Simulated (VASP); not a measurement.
Input of a VASP 6.6.1 run:

Contents of POSCAR:

```
Pt
1.0
   -1.5842200000      1.5842200000      1.5842200000
    1.5842200000     -1.5842200000      1.5842200000
    1.5842200000      1.5842200000     -1.5842200000
Pt
1
Direct
    0.0000000000      0.0000000000      0.0000000000
```

The input INCAR.step1:

```
SYSTEM = Pt
PREC = Accurate
ENCUT = 520
ISMEAR = -1
SIGMA = 0.05
LREAL = .FALSE.
LASPH = .TRUE.
NELM = 60
NBANDS = 11
GGA = PE
ALGO = Normal
EDIFF = 1E-4
LWAVE = .TRUE.
LCHARG = .FALSE.
```

File INCAR.step2:

```
SYSTEM = Pt
PREC = Accurate
ENCUT = 520
EDIFF = 1E-6
ISMEAR = -1
SIGMA = 0.05
LREAL = .FALSE.
LASPH = .TRUE.
NELM = 60
ALGO = Normal
ISIF = 2
LWAVE = .FALSE.
LCHARG = .FALSE.
METAGGA = R2SCAN
LMIXTAU = .TRUE.
NBANDS = 11
ISTART = 1
```

The input KPOINTS:

```
regular mesh
0
G
  12 12 12
  0 0 0
```

Potentials or basis: VASP PAW PBE potentials, release 64 (Pt).

Command:

```bash
$ cat potpaw_PBE.64/Pt/POTCAR > POTCAR
$ cp INCAR.step1 INCAR
$ mpirun -np 1 vasp_std > vasp.out
$ cp INCAR.step2 INCAR
$ mpirun -np 1 vasp_std > vasp.out
```

Task: Predict the band gap on the k mesh.

Result: Zero (band 5 reaches 10.88 eV, above the bottom of band 6 at 8.59 eV).

Task: What does it give for the pressure?

Result: -6.4 GPa.

Caveat: the PAW data sets were made with another functional, which shifts forces and pressure a little; spin-orbit coupling is left out, which moves the levels of the heavy elements.
